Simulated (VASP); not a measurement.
# Te2Pt (n.A) in VASP: single point with PBE

Aim: the single point of Te2Pt (n.A) with PBE.

All numbers are computed with VASP 6.6.1; they aren't measurements. Logs are shortened: lines on timing, memory, paths and dates and some standing lists are left out, and cuts for length are marked.

## Step 1: The cell of the first run

The cell holds a sheet with vacuum, 3 atoms: a = 4.023 Å, b = 4.023 Å, c = 29.360 Å, α = 90.00°, β = 90.00°, γ = 120.00°.

## Step 2: Single point, PBE

Input file INCAR:

```
SYSTEM = Te2Pt
ALGO = Normal ; DIPOL = 0.5 0.5 0.286
EDIFF = 1E-6 ; ENCUT = 400
GGA = PE ; GGA_COMPAT = .False.
IDIPOL = 3 ; ISIF = 2
ISMEAR = 0 ; LASPH = .True.
LCHARG = .False. ; LDIPOL = .True.
LREAL = .False. ; LWAVE = .False.
NBANDS = 18 ; NELM = 120
NELMDL = -8 ; PREC = Accurate
SIGMA = 0.03
```

Input file KPOINTS:

```
k-points
0
Gamma
  12 12 1
  0 0 0
```

Input file POSCAR:

```
Te2Pt
1.0
    4.0225742637      0.0000000000      0.0000000000
   -2.0112871319      3.4836515010      0.0000000000
    0.0000000000      0.0000000000     29.3600000020
Te Pt
2 1
Direct
    0.3333333333      0.6666666667      0.2384049076
    0.6666666667      0.3333333333      0.3331209779
    0.0000000000      0.0000000000      0.2857629428
```

Potentials or basis: VASP PAW PBE potentials, release 64 (Te, Pt).

Started as:

```bash
cat potpaw_PBE.64/Te/POTCAR potpaw_PBE.64/Pt/POTCAR > POTCAR
mpirun -np 1 vasp_std > vasp.out
```

OUTCAR:

```text
SYSTEM = Te2Pt
   EDIFF = 1E-6
   ENCUT = 400
   GGA = PE
   ISIF = 2
   ISMEAR = 0
   LASPH = .True.
   LREAL = .False.
   NELM = 120
   NELMDL = -8
   PREC = Accurate

 ion  position               nearest neighbor table
   1  0.333  0.667  0.238-   3 2.71   3 2.71   3 2.71   2 3.62   2 3.62   2 3.62
   2  0.667  0.333  0.333-   3 2.71   3 2.71   3 2.71   1 3.62   1 3.62   1 3.62
   3  0.000  0.000  0.286-   2 2.71   2 2.71   2 2.71   1 2.71   1 2.71   1 2.71

  LATTYP: Found a hexagonal cell.
 ALAT       =     4.0225742637
 C/A-ratio  =     7.2988086925

  Lattice vectors:

 A1 = (   4.0225742637,   0.0000000000,   0.0000000000)
 A2 = (  -2.0112871319,   3.4836515010,   0.0000000000)
 A3 = (   0.0000000000,   0.0000000000,  29.3600000020)

Analysis of symmetry for initial positions (statically):
=====================================================================
 Subroutine PRICEL returns:
 Original cell was already a primitive cell.

 Routine SETGRP: Setting up the symmetry group for a
 hexagonal supercell.

 Subroutine GETGRP returns: Found 12 space group operations
 (whereof  6 operations were pure point group operations)
 out of a pool of 24 trial point group operations.

The static configuration has the point symmetry C_3v.
 The point group associated with its full space group is D_3d.

Analysis of symmetry for dynamics (positions and initial velocities):
=====================================================================
 Subroutine PRICEL returns:
 Original cell was already a primitive cell.

 Routine SETGRP: Setting up the symmetry group for a
 hexagonal supercell.

 Subroutine GETGRP returns: Found 12 space group operations
 (whereof  6 operations were pure point group operations)
 out of a pool of 24 trial point group operations.

The dynamic configuration has the point symmetry C_3v.
 The point group associated with its full space group is D_3d.

 Subroutine INISYM returns: Found 12 space group operations
 (whereof  6 operations are pure point group operations),
 and found     1 'primitive' translations

----------------------------------------------------------------------------------------

                                     Primitive cell

  volume of cell :     411.4289

  direct lattice vectors                    reciprocal lattice vectors
     4.022574264  0.000000000  0.000000000     0.248597026  0.143527560  0.000000000
    -2.011287132  3.483651501  0.000000000     0.000000000  0.287055120  0.000000000
     0.000000000  0.000000000 29.360000002     0.000000000  0.000000000  0.034059946

  length of vectors
     4.022574264  4.022574264 29.360000002     0.287055120  0.287055120  0.034059946

  position of ions in fractional coordinates (direct lattice)
     0.333333333  0.666666667  0.238404908
     0.666666667  0.333333333  0.333120978
     0.000000000  0.000000000  0.285762943

  ion indices of the primitive-cell ions
   primitive index   ion index
                 1           1
                 2           2
                 3           3

----------------------------------------------------------------------------------------

 KPOINTS: k-points

Automatic generation of k-mesh.
 Grid dimensions read from file:
 generate k-points for:   12   12    1

 Generating k-lattice:

  Cartesian coordinates                     Fractional coordinates (reciprocal lattice)
     0.020716419  0.011960630  0.000000000     0.083333333  0.000000000  0.000000000
     0.000000000  0.023921260  0.000000000     0.000000000  0.083333333  0.000000000
     0.000000000  0.000000000  0.034059946     0.000000000  0.000000000  1.000000000

  Length of vectors
     0.023921260  0.023921260  0.034059946

  Shift w.r.t. Gamma in fractional coordinates (k-lattice)
     0.000000000  0.000000000  0.000000000

 Subroutine IBZKPT returns following result:
 ===========================================

 Found     19 irreducible k-points:

 Following reciprocal coordinates:
            Coordinates               Weight
  0.000000  0.000000  0.000000      1.000000
  0.083333  0.000000  0.000000      6.000000
  0.166667  0.000000  0.000000      6.000000
  0.250000  0.000000  0.000000      6.000000
  0.333333  0.000000  0.000000      6.000000
  0.416667  0.000000  0.000000      6.000000
[... 11 lines left out ...]
  0.333333  0.250000  0.000000     12.000000
  0.333333  0.333333  0.000000      2.000000
   k-points           NKPTS =     19   k-points in BZ     NKDIM =     19   number of bands    NBANDS=     18
   number of dos      NEDOS =    301   number of ions     NIONS =      3
   total plane-waves  NPLWV = 150528
   dimension x,y,z NGX =    28 NGY =   28 NGZ =  192
   dimension x,y,z NGXF=    56 NGYF=   56 NGZF=  384
   ions per type =               2   1
   NGX,Y,Z   is equivalent  to a cutoff of  11.57, 11.57, 10.87 a.u.
   NGXF,Y,Z  is equivalent  to a cutoff of  23.14, 23.14, 21.74 a.u.
 SYSTEM =  Te2Pt
   PREC   = accura    normal or accurate (medium, high low for compatibility)
   ISTART =      0    job   : 0-new  1-cont  2-samecut
   ICHARG =      2    charge: 1-file 2-atom 10-const
   ISPIN  =      1    spin polarized calculation?
   LNONCOLLINEAR =      F non collinear calculations
   LSORBIT =      F    spin-orbit coupling
   LASPH  =      T    aspherical Exc in radial PAW
   ENCUT  =  400.0 eV  29.40 Ry    5.42 a.u.   6.56  6.56 47.88*2*pi/ulx,y,z
   NELM   =    120;   NELMIN=  2; NELMDL= -8     # of ELM steps
   EDIFF  = 0.1E-05   stopping-criterion for ELM
   LREAL  =      F    real-space projection
   EDIFFG = 0.1E-04   stopping-criterion for IOM
   NSW    =      0    number of steps for IOM
   IBRION =     -1    ionic relax: 0-MD 1-quasi-New 2-CG
   NFREE  =      0    steps in history (QN), initial steepest desc. (CG)
   ISIF   =      2    stress and relaxation
   ISYM   =      2    0-nonsym 1-usesym 2-fastsym
   POTIM  = 0.5000    time-step for ionic-motion
   TEBEG  =    0.0;   TEEND  =   0.0 temperature during run
   PSTRESS=    0.0 pullay stress
   NELECT =      22.0000    total number of electrons
   NUPDOWN=      -1.0000    fix difference up-down
   EMIN   =  10.00;   EMAX   =-10.00  energy-range for DOS
   EFERMI =   0.00;   METHOD = LEGACY
   ISMEAR =     0;   SIGMA  =   0.03  broadening in eV -4-tet -1-fermi 0-gaus
   EFERMI_NEDOS =   21; number of points for ismear=-14 and -15
   IALGO  =     38    algorithm
   IMIX   =      4    mixing-type and parameters
     AMIX     =   0.40;   BMIX     =  1.00
     AMIX_MAG =   1.60;   BMIX_MAG =  1.00
  volume/ion in A,a.u.               =     137.14       925.49
  Fermi-wavevector in a.u.,A,eV,Ry     =   0.616762  1.165511  5.175589  0.380395
  Thomas-Fermi vector in A             =   1.674606
   LORBIT       =      0    0 simple, 1 ext, 2 COOP (PROOUT), +10 PAW based schemes
   GGA     = PE    functional components
   LHFCALC =     F    Hartree Fock is set to
   AEXX    =    0.0000 exact exchange contribution
   IVDW    =     0    specifies the selected vdW correction
   LEPSILON=     F    determine dielectric tensor
   LRPA    =     F    only Hartree local field effects (RPA)
 non-spin polarized calculation
 Gauss-broadening in eV      SIGMA  =   0.03
  energy-cutoff  :      400.00
  volume of cell :      411.43
 maximum number of plane-waves:      7553
 NGX is ok and might be reduce to    28
   NGX = 13   NGY = 13   NGZ = 95

 dipolmoment           0.000000      0.000000     -0.000012 electrons x Angstroem

 number of electron      22.0000003 magnetization

 dipolmoment           0.000000      0.000000      0.000007 electrons x Angstroem

 Free energy of the ion-electron system (eV)
  ---------------------------------------------------
  ext. energy  EPLUGINS =         0.00000000
  ---------------------------------------------------
  free energy    TOTEN  =       -13.48752134 eV

  energy without entropy =      -13.48752134  energy(sigma->0) =      -13.48752134

 E-fermi :  -2.3058     XC(G=0):  -2.4065

 val. band max:       -2.4667654371   @ k =   0.0000   0.0000   0.0000
 cond. band min:      -1.6812961439   @ k =   0.2500   0.2500   0.0000
 fundamental gap:      0.7854692931
 Fermi energy:        -2.3058341674

 k-point     1 :       0.0000    0.0000    0.0000
  band No.  band energies     occupation
      1     -15.2430      2.00000
      2     -13.2833      2.00000
      3      -7.4804      2.00000
      4      -7.4804      2.00000
      5      -7.4764      2.00000
      6      -5.7409      2.00000
[... 10 lines left out ...]
     17       2.3128      0.00000
     18       2.7767      0.00000

 k-point     2 :       0.0833    0.0000    0.0000
  band No.  band energies     occupation
      1     -15.1695      2.00000
      2     -13.2812      2.00000
      3      -7.4994      2.00000
      4      -7.4437      2.00000
      5      -7.4129      2.00000
      6      -5.8041      2.00000
[... 10 lines left out ...]
     17       2.4151      0.00000
     18       2.8232      0.00000

 k-point     3 :       0.1667    0.0000    0.0000
  band No.  band energies     occupation
      1     -14.9557      2.00000
      2     -13.2781      2.00000
      3      -7.5308      2.00000
      4      -7.3449      2.00000
      5      -7.2357      2.00000
      6      -6.0441      2.00000
[... 10 lines left out ...]
     17       2.7009      0.00000
     18       2.9828      0.00000

 k-point     4 :       0.2500    0.0000    0.0000
  band No.  band energies     occupation
      1     -14.6249      2.00000
      2     -13.2826      2.00000
      3      -7.5523      2.00000
      4      -7.2211      2.00000
      5      -7.0420      2.00000
      6      -6.4714      2.00000
[... 270 lines left out ...]
      4      -7.3312      2.00000
      5      -6.9921      2.00000
      6      -6.2620      2.00000
[... 10 lines left out ...]
     17       4.6283      0.00000
     18       4.6558      0.00000

 k-point    18 :       0.3333    0.2500    0.0000
  band No.  band energies     occupation
      1     -13.5041      2.00000
      2     -13.3790      2.00000
      3      -8.1077      2.00000
      4      -7.3320      2.00000
      5      -7.0909      2.00000
      6      -6.1419      2.00000
[... 10 lines left out ...]
     17       4.6363      0.00000
     18       4.9779      0.00000

 k-point    19 :       0.3333    0.3333    0.0000
  band No.  band energies     occupation
      1     -13.4034      2.00000
      2     -13.4034      2.00000
      3      -8.0108      2.00000
      4      -7.3568      2.00000
      5      -7.3568      2.00000
      6      -6.0910      2.00000
[... 10 lines left out ...]
     17       4.7338      0.00000
     18       4.9253      0.00000

------------------------ aborting loop because EDIFF is reached ----------------------------------------

 vacuum level on the upper side and lower side of the slab       (xc-potential included)        -0.007        -0.007

  FORCE on cell =-STRESS in cart. coord.  units (eV):
  Direction    XX          YY          ZZ          XY          YZ          ZX
  --------------------------------------------------------------------------------------
  -------------------------------------------------------------------------------------
  Total       -0.1047081     -0.1047081     -0.0703777      0.0000000      0.0000000     -0.0000000
  in kB       -0.4077521     -0.4077521     -0.2740631      0.0000000      0.0000000     -0.0000000
  external PRESSURE =      -0.3631891 kB  Pullay stress =       0.0000000 kB

 VOLUME and BASIS-vectors are now :
 -----------------------------------------------------------------------------
  energy-cutoff  :      400.00
  volume of cell :      411.43
      direct lattice vectors                 reciprocal lattice vectors
     4.022574264  0.000000000  0.000000000     0.248597026  0.143527560  0.000000000
    -2.011287132  3.483651501  0.000000000     0.000000000  0.287055120  0.000000000
     0.000000000  0.000000000 29.360000002     0.000000000  0.000000000  0.034059946

 POSITION                                       TOTAL-FORCE (eV/Angst)
 -----------------------------------------------------------------------------------
     -0.00000      2.32243      6.99957        -0.000000      0.000000      0.018255
      2.01129      1.16122      9.78043         0.000000     -0.000000     -0.018255
      0.00000      0.00000      8.39000         0.000000      0.000000     -0.000000
 -----------------------------------------------------------------------------------
    total drift:                               -0.000000     -0.000000      0.000051

  FREE ENERGIE OF THE ION-ELECTRON SYSTEM (eV)
  ---------------------------------------------------
  free  energy   TOTEN  =       -13.4875213360 eV

  energy  without entropy=      -13.4875213360  energy(sigma->0) =      -13.48752134

 vacuum level on the upper side and lower side of the slab         2.306         2.306
```

It took 83 s on 1 thread of Intel Xeon 6975P-C (Granite Rapids), shared host; peak memory 0.42 GiB.

What came out:

| Quantity | Value |
| --- | --- |
| Free energy | -13.4875 eV |
| Largest force | 0.018 eV/Å |
| Band gap on the k mesh | 0.79 eV, indirect (least direct gap 1.18 eV) |

Forces in eV/Å, atoms in the order of the input:
```
Te   0.000  0.000  0.018
Te   0.000  0.000 -0.018
Pt   0.000  0.000  0.000
```

Levels at points of the mesh, in eV from the valence-band top:
| k point | band 9 | band 10 | band 11 | band 12 | band 13 | band 14 |
| --- | --- | --- | --- | --- | --- | --- |
| (0.00, 0.00, 0.00) | -0.64 | 0.00 | 0.00 | 2.33 | 2.33 | 3.81 |
| (0.50, 0.00, 0.00) | -2.54 | -2.04 | -1.60 | 1.66 | 2.07 | 3.15 |

Caveat: spin-orbit coupling is left out, which moves the levels of the heavy elements.
